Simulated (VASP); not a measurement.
A run of VASP 6.6.1:

File INCAR:

```
SYSTEM = V
  PREC = Accurate
  ENCUT = 500
  EDIFF = 1E-6
  ISMEAR = -1
  SIGMA = 0.1
  LREAL = .FALSE.
  LASPH = .TRUE.
  NELM = 200
  ALGO = Normal
  ISIF = 2
  LWAVE = .FALSE.
  LCHARG = .FALSE.
  ISPIN = 2
  MAGMOM = 0
  LORBIT = 11
  LMAXMIX = 4
  GGA = PE
  NBANDS = 16
  GGA_COMPAT = .FALSE.
```

KPOINTS

```
regular mesh
0
G
  8 8 8
  0 0 0
```

The input POSCAR:

```
V
1.0
   -1.4588830000      1.4588830000      1.4588830000
    1.4588830000     -1.4588830000      1.4588830000
    1.4588830000      1.4588830000     -1.4588830000
V
1
Direct
    0.0000000000      0.0000000000      0.0000000000
```

Potentials or basis: VASP PAW PBE potentials, release 64 (V_sv).

Launch:

```console
$ cat potpaw_PBE.64/V_sv/POTCAR > POTCAR
$ mpirun -np 1 vasp_std > vasp.out
```

Hardware: 1 thread of Intel(R) Xeon(R) 6975P-C (Granite Rapids) (shared host).

Task: How long does it take, and how much memory?

Result: Wall time 5.6 s on 1 thread of Intel(R) Xeon(R) 6975P-C (Granite Rapids), on a shared host, peak memory 0.12 GiB. Counts: scf iterations 12, k points 29.
